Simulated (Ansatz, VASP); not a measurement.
## One calculation of AlN, two programs

```xyz
4
Lattice="3.2374 0.0000 0.0000 -1.6187 2.8037 0.0000 0.0000 0.0000 3.9953" Properties=species:S:1:pos:R:3 pbc="T T T"
Al    0.0000    1.8691    2.9965
Al    1.6187    0.9346    0.9988
N     0.0000    1.8691    0.9988
N     1.6187    0.9346    2.9965
```

Alike in both runs: task single point; functional PBEsol; k mesh 9 × 9 × 6; occupations gaussian, width 0.05 eV; no spin polarisation.

```csv
,VASP,Ansatz
version,VASP 6.6.1,Ansatz 0.2.0
potentials or method,"VASP PAW PBE potentials, release 64 (Al, N), cutoff 520 eV","scalar-relativistic, plane waves, PAW"
valence electrons in the cell,16,16
```

```csv
,VASP,Ansatz,Ansatz less VASP
gap on the k mesh at the Fermi level (eV),3.91,3.89,-0.015
least direct gap on the mesh (eV),3.91,3.89,-0.015
pressure (GPa),18.4,18.3,-0.12
"traceless stress, the component that is largest in VASP (GPa)",1.46,1.44,-0.024
```

VASP's potentials were made for PBE, not for PBEsol, and Ansatz warns of the same on its side.
